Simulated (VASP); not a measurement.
# AlN (m.scan) (Imm2) in VASP: single point with r2SCAN

Aim: the single point of AlN (m.scan) with r2SCAN.

Everything below comes from runs of VASP 6.6.1. Logs are shortened: lines on timing, memory, paths and dates and some standing lists are left out, and cuts for length are marked.

**1. The cell of the first run**

The structure is orthorhombic, space group Imm2 (No. 44). The conventional cell has a = 3.091 Å, b = 3.165 Å, c = 4.476 Å, α = 90.00°, β = 90.00°, γ = 90.00°. Al (site symmetry mm2) has 4 N at 1.92 to 1.93 Å within 2.5 Å. Within 2.5 Å of N (site symmetry mm2) lie 4 Al at 1.92 to 1.93 Å.

**2. Single point, r2SCAN**

The input, POSCAR:

```
AlN
1.0
    3.1648866309      0.0000000000      0.0000000000
    0.0000000000      4.4758255968      0.0000000000
    0.0000000000      0.0000000000      3.0912713701
Al N
2 2
Direct
    0.0000000000     -0.0013718303      0.0000000000
    0.5000000000      0.4986281697      0.5000000000
    0.0000000000      0.2513718303      0.5000000000
    0.5000000000      0.7513718303      0.0000000000
```

The input, INCAR.step1:

```
SYSTEM = AlN
PREC     = Accurate       ! precision mode
ENCUT    = 660            ! plane-wave cutoff, eV
ISMEAR   = 0              ! smearing method
SIGMA    = 0.02           ! smearing width, eV
LREAL    = .FALSE.        ! projectors in reciprocal space
LASPH    = .TRUE.         ! aspherical terms in the spheres
NELM     = 120            ! most SCF steps
NBANDS   = 16             ! bands
GGA      = PE             ! functional
ALGO     = Normal         ! electronic algorithm
EDIFF    = 1E-5           ! SCF threshold, eV
LWAVE    = .TRUE.         ! write WAVECAR
LCHARG   = .FALSE.        ! write CHGCAR
GGA_COMPAT= .FALSE.
```

The input, INCAR.step2:

```
SYSTEM = AlN
PREC     = Accurate       ! precision mode
ENCUT    = 660            ! plane-wave cutoff, eV
EDIFF    = 1E-6           ! SCF threshold, eV
ISMEAR   = 0              ! smearing method
SIGMA    = 0.02           ! smearing width, eV
LREAL    = .FALSE.        ! projectors in reciprocal space
LASPH    = .TRUE.         ! aspherical terms in the spheres
NELM     = 120            ! most SCF steps
ALGO     = Normal         ! electronic algorithm
ISIF     = 2              ! what is computed and relaxed
LWAVE    = .FALSE.        ! write WAVECAR
LCHARG   = .TRUE.         ! write CHGCAR
METAGGA  = R2SCAN         ! meta-GGA
LMIXTAU  = .TRUE.       
LELF     = .TRUE.         ! ELF
LVHAR    = .TRUE.       
NBANDS   = 16             ! bands
ISTART   = 1            
GGA_COMPAT= .FALSE.
```

The input, KPOINTS:

```
Automatic mesh
0
G
  8 6 8
  0 0 0
```

Potentials or basis: VASP PAW PBE potentials, release 64 (Al, N).

The run is started by

```
> cat potpaw_PBE.64/Al/POTCAR potpaw_PBE.64/N/POTCAR > POTCAR
> cp INCAR.step1 INCAR
> mpirun -np 1 vasp_std > vasp.out
> cp INCAR.step2 INCAR
> mpirun -np 1 vasp_std > vasp.out
```

OUTCAR:

```text
SYSTEM = AlN
   PREC = Accurate
   ENCUT = 660
   EDIFF = 1E-6
   ISMEAR = 0
   LREAL = .FALSE.
   LASPH = .TRUE.
   NELM = 120
   ISIF = 2
   METAGGA = R2SCAN
   ISTART = 1

 ion  position               nearest neighbor table
   1  0.000  0.999  0.000-   3 1.92   3 1.92   4 1.93   4 1.93   2 3.15   2 3.15   2 3.15   2 3.15
                             2 3.15   2 3.15   2 3.15   2 3.15
   2  0.500  0.499  0.500-   4 1.92   4 1.92   3 1.93   3 1.93   1 3.15   1 3.15   1 3.15   1 3.15
                             1 3.15   1 3.15   1 3.15   1 3.15
   3  0.000  0.251  0.500-   1 1.92   1 1.92   2 1.93   2 1.93
   4  0.500  0.751  0.000-   2 1.92   2 1.92   1 1.93   1 1.93

  LATTYP: Found a simple orthorhombic cell.
 ALAT       =     3.0912713701
 B/A-ratio  =     1.0238139108
 C/A-ratio  =     1.4478915181

  Lattice vectors:

 A1 = (   0.0000000000,   0.0000000000,   3.0912713701)
 A2 = (   3.1648866309,   0.0000000000,   0.0000000000)
 A3 = (   0.0000000000,   4.4758255968,   0.0000000000)

Analysis of symmetry for initial positions (statically):
=====================================================================
 Subroutine PRICEL returns following result:

  LATTYP: Found a body centered orthorhombic cell.
 ALAT       =     3.0912713701
 B/A-ratio  =     1.0238139108
 C/A-ratio  =     1.4478915181

  Lattice vectors:

 A1 = (  -1.5824433154,  -2.2379127984,  -1.5456356850)
 A2 = (   1.5824433154,  -2.2379127984,   1.5456356850)
 A3 = (  -1.5824433154,   2.2379127984,   1.5456356850)

   2 primitive cells build up your supercell.

 Routine SETGRP: Setting up the symmetry group for a
 simple orthorhombic supercell.

 Subroutine GETGRP returns: Found  4 space group operations
 (whereof  4 operations were pure point group operations)
 out of a pool of  8 trial point group operations.

The static configuration has the point symmetry C_2v.

Analysis of symmetry for dynamics (positions and initial velocities):
=====================================================================
 Subroutine PRICEL returns following result:

  LATTYP: Found a body centered orthorhombic cell.
 ALAT       =     3.0912713701
 B/A-ratio  =     1.0238139108
 C/A-ratio  =     1.4478915181

  Lattice vectors:

 A1 = (  -1.5824433154,  -2.2379127984,  -1.5456356850)
 A2 = (   1.5824433154,  -2.2379127984,   1.5456356850)
 A3 = (  -1.5824433154,   2.2379127984,   1.5456356850)

   2 primitive cells build up your supercell.

[... 107 lines left out ...]
   EDIFF  = 0.1E-05   stopping-criterion for ELM
   LREAL  =      F    real-space projection
   EDIFFG = 0.1E-04   stopping-criterion for IOM
   NSW    =      0    number of steps for IOM
   IBRION =     -1    ionic relax: 0-MD 1-quasi-New 2-CG
   NFREE  =      0    steps in history (QN), initial steepest desc. (CG)
   ISIF   =      2    stress and relaxation
   ISYM   =      2    0-nonsym 1-usesym 2-fastsym
   POTIM  = 0.5000    time-step for ionic-motion
   TEBEG  =    0.0;   TEEND  =   0.0 temperature during run
   PSTRESS=    0.0 pullay stress
   NELECT =      16.0000    total number of electrons
   NUPDOWN=      -1.0000    fix difference up-down
   EMIN   =  10.00;   EMAX   =-10.00  energy-range for DOS
   EFERMI =   0.00;   METHOD = LEGACY
   ISMEAR =     0;   SIGMA  =   0.02  broadening in eV -4-tet -1-fermi 0-gaus
   EFERMI_NEDOS =   21; number of points for ismear=-14 and -15
   IALGO  =     38    algorithm
   IMIX   =      4    mixing-type and parameters
     AMIX     =   0.40;   BMIX     =  1.00
     AMIX_MAG =   1.60;   BMIX_MAG =  1.00
  volume/ion in A,a.u.               =      10.95        73.88
  Fermi-wavevector in a.u.,A,eV,Ry     =   1.170376  2.211690 18.636983  1.369780
  Thomas-Fermi vector in A             =   2.306835
   LORBIT       =      0    0 simple, 1 ext, 2 COOP (PROOUT), +10 PAW based schemes
   METAGGA = R2SCAN    functional components
   LHFCALC =     F    Hartree Fock is set to
   AEXX    =    0.0000 exact exchange contribution
   IVDW    =     0    specifies the selected vdW correction
   LEPSILON=     F    determine dielectric tensor
   LRPA    =     F    only Hartree local field effects (RPA)
 non-spin polarized calculation
 Gauss-broadening in eV      SIGMA  =   0.02
  energy-cutoff  :      660.00
  volume of cell :       43.79
 maximum number of plane-waves:      1706
 NGX is ok and might be reduce to    28
   NGX = 13   NGY = 19   NGZ = 13

 number of electron      15.9999998 magnetization

 Free energy of the ion-electron system (eV)
  ---------------------------------------------------
  ext. energy  EPLUGINS =         0.00000000
  ---------------------------------------------------
  free energy    TOTEN  =       -38.27595254 eV

  energy without entropy =      -38.27595254  energy(sigma->0) =      -38.27595254

 E-fermi :   5.4520     XC(G=0): -11.1963

 val. band max:        5.3571892599   @ k =   0.0000   0.0000   0.0000
 cond. band min:       9.1156666453   @ k =   0.5000   0.0000   0.5000
 fundamental gap:      3.7584773854
 Fermi energy:         5.4519794110

 k-point     1 :       0.0000    0.0000    0.0000
  band No.  band energies     occupation
      1     -10.2186      2.00000
      2      -7.7956      2.00000
      3       0.3685      2.00000
      4       3.3914      2.00000
      5       3.7178      2.00000
      6       5.1659      2.00000
[... 433 lines left out ...]
      3       0.9707      2.00000
      4       1.7012      2.00000
      5       1.9660      2.00000
      6       3.7287      2.00000
[... 8 lines left out ...]
     15      19.0083      0.00000
     16      19.2042      0.00000

 [... further k-points ...]

------------------------ aborting loop because EDIFF is reached ----------------------------------------

  FORCE on cell =-STRESS in cart. coord.  units (eV):
  Direction    XX          YY          ZZ          XY          YZ          ZX
  --------------------------------------------------------------------------------------
  -------------------------------------------------------------------------------------
  Total       -3.6518465     -2.9868121     -1.2669805      0.0000000      0.0000000      0.0000000
  in kB     -133.6148263   -109.2823528    -46.3566527      0.0000000      0.0000000      0.0000000
  external PRESSURE =     -96.4179439 kB  Pullay stress =       0.0000000 kB

 VOLUME and BASIS-vectors are now :
 -----------------------------------------------------------------------------
  energy-cutoff  :      660.00
  volume of cell :       43.79
      direct lattice vectors                 reciprocal lattice vectors
     3.164886631  0.000000000  0.000000000     0.315967084  0.000000000  0.000000000
     0.000000000  4.475825597  0.000000000     0.000000000  0.223422468  0.000000000
     0.000000000  0.000000000  3.091271370     0.000000000  0.000000000  0.323491496

 POSITION                                       TOTAL-FORCE (eV/Angst)
 -----------------------------------------------------------------------------------
      0.00000      4.46969      0.00000         0.000000      0.016781      0.000000
      1.58244      2.23177      1.54564         0.000000      0.016781      0.000000
      0.00000      1.12510      1.54564         0.000000     -0.016781      0.000000
      1.58244      3.36301      0.00000        -0.000000     -0.016781      0.000000
 -----------------------------------------------------------------------------------
    total drift:                                0.000000      0.000605     -0.000000

  FREE ENERGIE OF THE ION-ELECTRON SYSTEM (eV)
  ---------------------------------------------------
  free  energy   TOTEN  =       -38.2759525361 eV

  energy  without entropy=      -38.2759525361  energy(sigma->0) =      -38.27595254
```

OSZICAR.step1:

```text
N       E                     dE             d eps       ncg     rms          rms(c)
DAV:   1     0.527884414634E+02    0.52788E+02   -0.79817E+03  3208   0.105E+03
DAV:   2    -0.296747454963E+02   -0.82463E+02   -0.74198E+02  4504   0.224E+02
DAV:   3    -0.342224158387E+02   -0.45477E+01   -0.45292E+01  4104   0.555E+01
DAV:   4    -0.342555920377E+02   -0.33176E-01   -0.33172E-01  3768   0.517E+00
DAV:   5    -0.342560581223E+02   -0.46608E-03   -0.46608E-03  4024   0.611E-01    0.119E+01
DAV:   6    -0.296463126180E+02    0.46097E+01   -0.10760E+01  4016   0.256E+01    0.400E+00
DAV:   7    -0.296841522140E+02   -0.37840E-01   -0.68805E-01  3256   0.588E+00    0.285E+00
DAV:   8    -0.296746592883E+02    0.94929E-02   -0.72196E-02  3456   0.269E+00    0.693E-01
DAV:   9    -0.296686746136E+02    0.59847E-02   -0.12496E-02  4272   0.928E-01    0.265E-01
DAV:  10    -0.296692488542E+02   -0.57424E-03   -0.26821E-03  3488   0.348E-01    0.160E-01
DAV:  11    -0.296691086856E+02    0.14017E-03   -0.28922E-04  3816   0.139E-01    0.363E-02
DAV:  12    -0.296691105687E+02   -0.18830E-05   -0.17117E-05  3200   0.327E-02
   1 F= -.29669111E+02 E0= -.29669111E+02  d E =-.198487E-17
```

Wall time 7.7 min (1 thread of Intel Xeon 8259CL, shared host); peak memory 0.23 GiB.

What came out:

* Free energy: -38.2760 eV
* Pressure: -9.6 GPa
* Largest force: 0.017 eV/Å
* Band gap on the k mesh: 3.76 eV

Forces in eV/Å, atoms in the order of the input:
```
Al   0.000  0.017  0.000
Al   0.000  0.017  0.000
N    0.000 -0.017  0.000
N    0.000 -0.017  0.000
```

Stress tensor (GPa, compression positive):
```
-13.36   0.00   0.00
  0.00 -10.93   0.00
  0.00   0.00  -4.64
```

Caveat: the PAW data sets were made with another functional, which shifts forces and pressure a little. A k mesh can miss the band edges.
